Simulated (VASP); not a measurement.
A run of VASP 6.6.1 is set up as follows.

The input INCAR:

```
  ALGO = Normal
  EDIFF = 1E-6
  ENCUT = 520
  GGA = PE
  ISIF = 2
  ISMEAR = 0
  LASPH = True
  LCHARG = False
  LREAL = False
  LWAVE = False
  NBANDS = 36
  NELM = 60
  PREC = Accurate
  SIGMA = 0.01
```

The input KPOINTS:

```
k-points
0
Gamma
  6 6 6
```

The input POSCAR:

```
Ga3AsP2
1.0
   -1.9539957938      5.8621615996      2.7636435172
    1.9539957938     -5.8621615996      2.7636435172
    1.9539957938      5.8621615996     -2.7636435172
P Ga As
2 3 1
Direct
    0.3328875926      0.0003382932      0.3325492994
    0.6677889939      0.0003382932      0.6674507006
    0.5727725954      0.7440926432      0.8286799522
    0.9154126911      0.7440926432      0.1713200478
    0.2619507998      0.7619507998      0.5000000000
   -0.0008126727     -0.0008126727      0.0000000000
```

Potentials or basis: VASP PAW PBE potentials, release 64 (P, Ga_d, As).

The run is started by

```sh
$ cat potpaw_PBE.64/P/POTCAR potpaw_PBE.64/Ga_d/POTCAR potpaw_PBE.64/As/POTCAR > POTCAR
$ mpirun -np 1 vasp_std > vasp.out
```

**Question.** What does it give for the band gap on the k mesh?

**Answer.** 1.28 eV.

**Question.** Estimate the largest force.

**Answer.** 0.030 eV/Å.

**Question.** Estimate the pressure.

**Answer.** 2.4 GPa.

Forces in eV/Å, atoms in the order of the input:
```
P    0.000  0.002  0.008
P    0.000 -0.002  0.008
Ga   0.000 -0.011 -0.015
Ga   0.000  0.011 -0.015
Ga   0.000  0.000  0.030
As   0.000  0.000 -0.016
```

A k mesh can miss the band edges.
